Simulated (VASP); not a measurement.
A run of VASP 6.6.1 is set up as follows.

Contents of INCAR:

```
  PREC = Accurate
  ENCUT = 680
  EDIFF = 1E-6
  ISMEAR = -1
  SIGMA = 0.05
  LREAL = False
  LASPH = True
  NELM = 200
  ALGO = Normal
  ISIF = 2
  LWAVE = False
  LCHARG = False
  ISPIN = 2
  MAGMOM = 0.7 -0.7
  LORBIT = 11
  LMAXMIX = 4
  GGA = RE
  NBANDS = 26
  GGA_COMPAT = False
```

Contents of KPOINTS:

```
regular mesh
0
Gamma
  16 16 9
```

Contents of POSCAR:

```
Mn
1.0
    2.5953049061      0.0000000000      0.0000000000
   -1.2976524530      2.2475999792      0.0000000000
    0.0000000000      0.0000000000      4.2136527776
Mn
2
Direct
    0.3333333333      0.6666666667      0.2500000000
    0.6666666667      0.3333333333      0.7500000000
```

Potentials or basis: VASP PAW PBE potentials, release 64 (Mn_sv).

Launch:

```bash
$ cat potpaw_PBE.64/Mn_sv/POTCAR > POTCAR
$ mpirun -np 1 vasp_std > vasp.out
```

Question: What does it give for the band gap on the k mesh?

Answer: Zero (filled and empty bands overlap).

Question: Predict the pressure.

Answer: -16.0 GPa.

Question: What does it give for the site moments?

Answer: Mn +1.48, -1.48 μB.

Question: Predict the net moment.

Answer: 0.00 μB per cell.

Stress tensor (GPa, compression positive):
```
-16.74   0.00   0.00
  0.00 -16.74   0.00
  0.00   0.00 -14.39
```

Caveat: the cell stands under tension; the antiferromagnetic order is the one typed at the start, and another may lie lower; the PAW data sets were made with another functional, which shifts forces and pressure a little.
